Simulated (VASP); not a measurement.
# Al12O in VASP: notebook

The runs below take Al12O through single point, with PBE.

Everything below comes from runs of VASP 6.6.1. Logs are shortened: lines on timing, memory, paths and dates and some standing lists are left out, and cuts for length are marked.

## 1. The cell of the first run

The cell holds a slab with vacuum, 13 atoms: a = 5.714 Å, b = 5.714 Å, c = 21.175 Å, α = 90.00°, β = 90.00°, γ = 90.00°.

## 2. Single point, PBE, collinear spin, ferromagnetic start

Input file INCAR:

```
  ALGO = Normal
  DIPOL = 0.5 0.5 0.296
  EDIFF = 1E-7
  ENCUT = 520
  GGA = PE
  IDIPOL = 3
  ISIF = 2
  ISMEAR = 0
  ISPIN = 2
  LASPH = T
  LCHARG = F
  LDIPOL = T
  LORBIT = 11
  LREAL = F
  LWAVE = F
  MAGMOM = 0 0 0 0 0 0 0 0 0 0 0 0 2
  NBANDS = 37
  NELM = 150
  PREC = Accurate
  SIGMA = 0.1
```

Input file KPOINTS:

```
k-points
0
Gamma
  5 5 1
```

Input file POSCAR:

```
Al12O
1.0
    5.7143028096      0.0000000000      0.0000000000
    0.0000000000      5.7143028096      0.0000000000
    0.0000000000      0.0000000000     21.1750228481
Al O
12 1
Direct
    0.2500000000      0.2500000000      0.1889018033
    0.2500000000      0.7500000000      0.1889018033
    0.7500000000      0.2500000000      0.1889018033
    0.7500000000      0.7500000000      0.1889018033
    0.0000000000      0.0000000000      0.2873686073
    0.0000000000      0.5000000000      0.2873686073
    0.5000000000      0.0000000000      0.2873686073
    0.5000000000      0.5000000000      0.2873686073
    0.2500000000      0.2500000000      0.3860691394
    0.2500000000      0.7500000000      0.3860691394
    0.7500000000      0.2500000000      0.3860691394
    0.7500000000      0.7500000000      0.3860691394
    0.5000000000      0.5000000000      0.3992922656
```

Potentials or basis: VASP PAW PBE potentials, release 64 (Al, O).

Started as:

```bash
$ cat potpaw_PBE.64/Al/POTCAR potpaw_PBE.64/O/POTCAR > POTCAR
$ mpirun -np 1 vasp_std > vasp.out
```

OUTCAR:

```text
EDIFF = 1E-7
   ENCUT = 520
   GGA = PE
   ISIF = 2
   ISMEAR = 0
   ISPIN = 2
   LASPH = T
   LORBIT = 11
   LREAL = F
   NELM = 150
   PREC = Accurate

 ion  position               nearest neighbor table
   1  0.250  0.250  0.189-   2 2.86   3 2.86   2 2.86   3 2.86   7 2.90   8 2.90   5 2.90   6 2.90

   2  0.250  0.750  0.189-   1 2.86   4 2.86   1 2.86   4 2.86   7 2.90   8 2.90   5 2.90   6 2.90

   3  0.750  0.250  0.189-   1 2.86   4 2.86   4 2.86   1 2.86   7 2.90   8 2.90   5 2.90   6 2.90

   4  0.750  0.750  0.189-   2 2.86   3 2.86   3 2.86   2 2.86   7 2.90   8 2.90   5 2.90   6 2.90

   5  0.000  0.000  0.287-   6 2.86   7 2.86   6 2.86   7 2.86   1 2.90   2 2.90   3 2.90   4 2.90
                            11 2.91  12 2.91   9 2.91  10 2.91
   6  0.000  0.500  0.287-   5 2.86   8 2.86   5 2.86   8 2.86   1 2.90   2 2.90   3 2.90   4 2.90
                            11 2.91  12 2.91   9 2.91  10 2.91
   7  0.500  0.000  0.287-   5 2.86   8 2.86   8 2.86   5 2.86   1 2.90   2 2.90   3 2.90   4 2.90
                            11 2.91  12 2.91   9 2.91  10 2.91
   8  0.500  0.500  0.287-  13 2.37   7 2.86   6 2.86   7 2.86   6 2.86   2 2.90   3 2.90   4 2.90
                             1 2.90  12 2.91   9 2.91  10 2.91  11 2.91
   9  0.250  0.250  0.386-  13 2.04  11 2.86  10 2.86  10 2.86  11 2.86   6 2.91   7 2.91   8 2.91
                             5 2.91
  10  0.250  0.750  0.386-  13 2.04  12 2.86   9 2.86   9 2.86  12 2.86   6 2.91   7 2.91   8 2.91
                             5 2.91
  11  0.750  0.250  0.386-  13 2.04  12 2.86   9 2.86  12 2.86   9 2.86   6 2.91   7 2.91   8 2.91
                             5 2.91
  12  0.750  0.750  0.386-  13 2.04  11 2.86  10 2.86  11 2.86  10 2.86   6 2.91   7 2.91   8 2.91
                             5 2.91
  13  0.500  0.500  0.399-   9 2.04  10 2.04  11 2.04  12 2.04   8 2.37

  LATTYP: Found a simple tetragonal cell.
 ALAT       =     5.7143028096
 C/A-ratio  =     3.7056179124

  Lattice vectors:

 A1 = (   5.7143028096,   0.0000000000,   0.0000000000)
 A2 = (   0.0000000000,   5.7143028096,   0.0000000000)
 A3 = (   0.0000000000,   0.0000000000,  21.1750228481)

Analysis of symmetry for initial positions (statically):
=====================================================================
 Subroutine PRICEL returns:
 Original cell was already a primitive cell.

 Routine SETGRP: Setting up the symmetry group for a
 simple tetragonal supercell.

 Subroutine GETGRP returns: Found  8 space group operations
 (whereof  8 operations were pure point group operations)
[... 409 lines left out ...]
 Fermi energy:        -0.5062395145

 spin component 2

 k-point     1 :       0.0000    0.0000    0.0000
  band No.  band energies     occupation
      1     -21.1578      1.00000
      2     -10.6194      1.00000
      3      -8.5238      1.00000
      4      -8.5238      1.00000
      5      -8.3718      1.00000
      6      -7.0460      1.00000
[... 205 lines left out ...]
     32       2.6664      0.00000
     33       2.6816      0.00000
 [bands above 33 left out]

------------------------ aborting loop because EDIFF is reached ----------------------------------------

 vacuum level on the upper side and lower side of the slab       (xc-potential included)        -0.194         0.076

  FORCE on cell =-STRESS in cart. coord.  units (eV):
  Direction    XX          YY          ZZ          XY          YZ          ZX
  --------------------------------------------------------------------------------------
  -------------------------------------------------------------------------------------
  Total       -8.1404694     -8.1404694      1.3178787      0.0000000      0.0000000     -0.0000000
  in kB      -18.8629511    -18.8629511      3.0537651      0.0000000      0.0000000     -0.0000000
  external PRESSURE =     -11.5573790 kB  Pullay stress =       0.0000000 kB

 VOLUME and BASIS-vectors are now :
 -----------------------------------------------------------------------------
  energy-cutoff  :      520.00
  volume of cell :      691.43
      direct lattice vectors                 reciprocal lattice vectors
     5.714302810  0.000000000  0.000000000     0.174999476  0.000000000  0.000000000
     0.000000000  5.714302810  0.000000000     0.000000000  0.174999476  0.000000000
     0.000000000  0.000000000 21.175022848     0.000000000  0.000000000  0.047225451

 POSITION                                       TOTAL-FORCE (eV/Angst)
 -----------------------------------------------------------------------------------
      1.42858      1.42858      4.00000        -0.012809     -0.012809      0.008981
      1.42858      4.28573      4.00000        -0.012809      0.012809      0.008981
      4.28573      1.42858      4.00000         0.012809     -0.012809      0.008981
      4.28573      4.28573      4.00000         0.012809      0.012809      0.008981
      0.00000      0.00000      6.08504         0.000000      0.000000     -0.265678
      0.00000      2.85715      6.08504         0.000000      0.000000      0.082229
      2.85715      0.00000      6.08504         0.000000      0.000000      0.082229
      2.85715      2.85715      6.08504         0.000000      0.000000     -0.503216
      1.42858      1.42858      8.17502        -0.493711     -0.493711     -0.067391
      1.42858      4.28573      8.17502        -0.493711      0.493711     -0.067391
      4.28573      1.42858      8.17502         0.493711     -0.493711     -0.067391
      4.28573      4.28573      8.17502         0.493711      0.493711     -0.067391
      2.85715      2.85715      8.45502         0.000000      0.000000      0.838077
 -----------------------------------------------------------------------------------
    total drift:                                0.000000     -0.000000     -0.000670

  FREE ENERGIE OF THE ION-ELECTRON SYSTEM (eV)
  ---------------------------------------------------
  free  energy   TOTEN  =       -48.6916167696 eV

  energy  without entropy=      -48.6587236960  energy(sigma->0) =      -48.67517023

 vacuum level on the upper side and lower side of the slab         3.511         3.785

 total charge

# of ion       s       p       d       tot
------------------------------------------
    1        0.470   0.286   0.000   0.756
    2        0.470   0.286   0.000   0.756
    3        0.470   0.286   0.000   0.756
    4        0.470   0.286   0.000   0.756
    5        0.441   0.330   0.000   0.770
    6        0.426   0.337   0.000   0.762
    7        0.426   0.337   0.000   0.762
    8        0.429   0.322   0.000   0.751
    9        0.446   0.286   0.000   0.732
   10        0.446   0.286   0.000   0.732
   11        0.446   0.286   0.000   0.732
   12        0.446   0.286   0.000   0.732
   13        1.597   3.435   0.000   5.032
--------------------------------------------------
tot          6.981   7.047   0.000  14.028

 magnetization (x)

# of ion       s       p       d       tot
------------------------------------------
    1        0.000   0.000   0.000   0.000
    2        0.000   0.000   0.000   0.000
    3        0.000   0.000   0.000   0.000
    4        0.000   0.000   0.000   0.000
    5       -0.000   0.000   0.000  -0.000
    6       -0.000   0.000   0.000  -0.000
    7       -0.000   0.000   0.000  -0.000
    8        0.000   0.000   0.000   0.000
    9        0.000   0.000   0.000   0.000
   10        0.000   0.000   0.000   0.000
   11        0.000   0.000   0.000   0.000
   12        0.000   0.000   0.000   0.000
   13        0.000   0.000   0.000   0.000
--------------------------------------------------
tot          0.000   0.000   0.000   0.000
```

It took 9.3 min on 1 thread of Intel Xeon 6975P-C (Granite Rapids), shared host; peak memory 0.91 GiB.

What came out:

```yaml
Free_energy: -48.6916 eV
Largest_force: 0.838 eV/Å
Band_gap_on_the_k_mesh: zero (filled and empty bands overlap)
Net_moment: 0.00 μB per cell
Valence_electrons_inside_the_program's_atomic_spheres: Al 0.76, 0.77, 0.75, 0.73 (each value once); O 5.03
```

Forces on the atoms (eV/Å):
```
Al  -0.013 -0.013  0.009
Al  -0.013  0.013  0.009
Al   0.013 -0.013  0.009
Al   0.013  0.013  0.009
Al   0.000  0.000 -0.266
Al   0.000  0.000  0.082
Al   0.000  0.000  0.082
Al   0.000  0.000 -0.503
Al  -0.494 -0.494 -0.067
Al  -0.494  0.494 -0.067
Al   0.494 -0.494 -0.067
Al   0.494  0.494 -0.067
O    0.000  0.000  0.838
```

Levels at points of the mesh, in eV from the Fermi level:
Spin up:
```
           k point  band 19  band 20  band 21  band 22  band 23  band 24
(0.00, 0.00, 0.00)    -0.93    -0.69    -0.69    -0.27    -0.20     0.68
```
Spin down:
```
           k point  band 18  band 19  band 20  band 21  band 22  band 23  band 24  band 25
(0.00, 0.00, 0.00)    -1.54    -0.93    -0.69    -0.69    -0.27    -0.20     0.68     0.89
```

## 3. Single point, PBE, collinear spin, ferromagnetic start

Input file INCAR:

```
SYSTEM = Al12O
ALGO     = Normal         ! electronic algorithm
DIPOL    = 0.5 0.5 0.302
EDIFF    = 1E-6           ! SCF threshold, eV
ENCUT    = 520            ! plane-wave cutoff, eV
GGA      = PE             ! functional
IDIPOL   = 3            
ISIF     = 2              ! what is computed and relaxed
ISMEAR   = 0              ! smearing method
ISPIN    = 2              ! spin polarisation
LASPH    = .TRUE.         ! aspherical terms in the spheres
LCHARG   = .FALSE.        ! write CHGCAR
LDIPOL   = .TRUE.       
LORBIT   = 11             ! projections on sites
LREAL    = .FALSE.        ! projectors in reciprocal space
LWAVE    = .FALSE.        ! write WAVECAR
MAGMOM   = 0 0 0 0 0 0 0 0 0 0 0 0 2 ! initial moments
NBANDS   = 37             ! bands
NELM     = 150            ! most SCF steps
PREC     = Accurate       ! precision mode
SIGMA    = 0.1            ! smearing width, eV
```

Input file KPOINTS:

```
k-points
0
G
  5 5 1
  0 0 0
```

Edit POSCAR of step 2 so:

```diff
@@ -20,2 +20,2 @@
     0.7500000000      0.7500000000      0.3860691394
-    0.5000000000      0.5000000000      0.3992922656
+    0.2500000000      0.2500000000      0.4819368046
```

Potentials or basis: VASP PAW PBE potentials, release 64 (Al, O).

Started as:

```bash
$ cat potpaw_PBE.64/Al/POTCAR potpaw_PBE.64/O/POTCAR > POTCAR
$ mpirun -np 1 vasp_std > vasp.out
```

Wall time 7.9 min (1 thread of Intel Xeon 6975P-C (Granite Rapids), shared host); peak memory 0.92 GiB.

Results (log left out):

```yaml
Free_energy: -46.4876 eV
Largest_force: 4.247 eV/Å
Net_moment: 0.79 μB per cell
Site_moments: Al +0.02, +0.00, -0.01, +0.01 (each value once); O +0.36 μB
Valence_electrons_inside_the_program's_atomic_spheres: Al 0.76, 0.72, 0.75 (each value once); O 4.74
```

Forces on the atoms (eV/Å):
```
Al   0.000  0.000  0.113
Al   0.000  0.000  0.078
Al   0.000  0.000  0.078
Al   0.000  0.000 -0.020
Al   0.032  0.032  0.050
Al   0.032 -0.032  0.050
Al  -0.032  0.032  0.050
Al  -0.032 -0.032  0.050
Al   0.000  0.000  3.343
Al   0.000  0.000  0.200
Al   0.000  0.000  0.200
Al   0.000  0.000  0.054
O    0.000  0.000 -4.247
```

Levels at points of the mesh, in eV from the Fermi level:
Spin up:
```tsv
k point	band 19	band 20	band 21	band 22	band 23	band 24
(0.00, 0.00, 0.00)	-0.74	-0.72	-0.37	0.02	0.02	0.02
```
Spin down:
```csv
k point,band 18,band 19,band 20,band 21,band 22,band 23,band 24,band 25
"(0.00, 0.00, 0.00)",-0.77,-0.70,-0.69,-0.35,0.05,0.05,0.17,0.58
```

## 4. Single point, PBE, collinear spin, ferromagnetic start

Input file INCAR:

```
  ALGO = Normal
  DIPOL = 0.5 0.5 0.306
  EDIFF = 1E-7
  ENCUT = 520
  GGA = PE
  IDIPOL = 3
  ISIF = 2
  ISMEAR = 0
  ISPIN = 2
  LASPH = T
  LCHARG = T
  LDIPOL = T
  LELF = T
  LORBIT = 11
  LREAL = F
  LVACPOTAV = T
  LVHAR = T
  LWAVE = F
  MAGMOM = 0 0 0 0 0 0 0 0 0 0 0 0 2
  NBANDS = 37
  NELM = 150
  PREC = Accurate
  SIGMA = 0.1
```

Input file KPOINTS:

```
k-points
0
Gamma
  5 5 1
```

Edit POSCAR of step 3 so:

```diff
@@ -20,2 +20,2 @@
     0.7500000000      0.7500000000      0.3860691394
-    0.2500000000      0.2500000000      0.4819368046
+    0.2500000000      0.2500000000      0.5244397103
```

Started as:

```bash
$ cat potpaw_PBE.64/Al/POTCAR potpaw_PBE.64/O/POTCAR > POTCAR
$ mpirun -np 1 vasp_std > vasp.out
```

Run time: 8.2 min. Hardware: 1 thread of Intel Xeon 6975P-C (Granite Rapids), shared host; peak memory 0.93 GiB.

The run converged. Its results:

```yaml
Free_energy: -43.9257 eV
Largest_force: 1.283 eV/Å
Net_moment: 1.52 μB per cell
Site_moments: Al +0.00, -0.00 (each value once); O +1.21 μB
Valence_electrons_inside_the_program's_atomic_spheres: Al 0.76, 0.73 (each value once); O 4.62
```

Forces in eV/Å, atoms in the order of the input:
```
Al   0.000  0.000  0.087
Al   0.000  0.000  0.041
Al   0.000  0.000  0.041
Al   0.000  0.000 -0.036
Al  -0.014 -0.014  0.013
Al  -0.014  0.014  0.013
Al   0.014 -0.014  0.013
Al   0.014  0.014  0.013
Al   0.000  0.000  0.964
Al   0.000  0.000  0.047
Al   0.000  0.000  0.047
Al   0.000  0.000  0.039
O    0.000  0.000 -1.283
```

Levels at points of the mesh, in eV from the Fermi level:
Spin up:
| k point | band 19 | band 20 | band 21 | band 22 | band 23 | band 24 | band 25 | band 26 |
| --- | --- | --- | --- | --- | --- | --- | --- | --- |
| (0.00, 0.00, 0.00) | -0.78 | -0.73 | -0.58 | -0.39 | 0.00 | 0.00 | 0.03 | 0.03 |
Spin down:
| k point | band 18 | band 19 | band 20 | band 21 | band 22 | band 23 |
| --- | --- | --- | --- | --- | --- | --- |
| (0.00, 0.00, 0.00) | -0.73 | -0.39 | -0.19 | -0.18 | -0.18 | 0.00 |

## 5. The runs side by side

| cell | gap on the mesh (eV) | moment (μB) | largest force (eV/Å) |
| --- | --- | --- | --- |
| as given, atomic positions A | none | 0.00 | 0.84 |
| as given, atomic positions B | none | 0.79 | 4.25 |
| as given, atomic positions C | none | 1.52 | 1.28 |

Alike in all rows: task single point; level PBE; potentials or basis VASP PAW PBE potentials, release 64 (Al, O); spin collinear, ferromagnetic start; k mesh 5 × 5 × 1; cutoff (eV) 520; smearing gaussian 0.1 eV.

Total energies depend on the potentials used, so only differences within one code and one set of settings carry meaning.
